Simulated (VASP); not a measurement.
Set up this calculation in VASP 6.6.1, as the native input.

```
Task                   : single point
Functional             : PBEsol
Potentials or basis    : VASP PAW PBE potentials, release 64 (Ta_pv)
Cutoff                 : 520 eV
k mesh                 : 20 × 20 × 20
Occupations            : gaussian, width 0.15 eV
Spin                   : no spin polarisation
Dipole correction      : no
Further INCAR settings : ALGO = Normal; EDIFF = 1e-06; NBANDS = 12
```

The structure of Ta lies in POSCAR:

```
Ta
1.0
   -1.7173312000      1.7173312000      1.5852288000
    1.7173312000     -1.7173312000      1.5852288000
    1.7173312000      1.7173312000     -1.5852288000
Ta
1
Direct
    0.0000000000      0.0000000000      0.0000000000
```

This cell differs from its parent crystal: strain +0.040 along x and y, -0.040 along z.

One way to write it, as run:

INCAR

```
ALGO = Normal
EDIFF = 1E-6
ENCUT = 520
GGA = PS
ISIF = 2
ISMEAR = 0
LASPH = T
LCHARG = F
LREAL = F
LWAVE = F
NBANDS = 12
NELM = 80
PREC = Accurate
SIGMA = 0.15
```

KPOINTS

```
k-points
0
Gamma
  20 20 20
```

Potentials or basis: VASP PAW PBE potentials, release 64 (Ta_pv).

The run is started by

```bash
$ cat potpaw_PBE.64/Ta_pv/POTCAR > POTCAR
$ mpirun -np 1 vasp_std > vasp.out
```

Results of the run:

```
Pressure               : -9.9 GPa
Band gap on the k mesh : zero (an odd number of electrons rules out a gap without spin polarisation)
```

Caveat: the cell differs from its parent crystal (strain +0.040 along x and y, -0.040 along z); the stress differs along the axes, from -12 to -6 GPa; the PAW data sets were made with another functional, which shifts forces and pressure a little; spin-orbit coupling is left out, which moves the levels of the heavy elements.

Run time: 110 s on 1 thread of Intel Xeon 8259CL, on a shared host, peak memory 0.26 GiB.
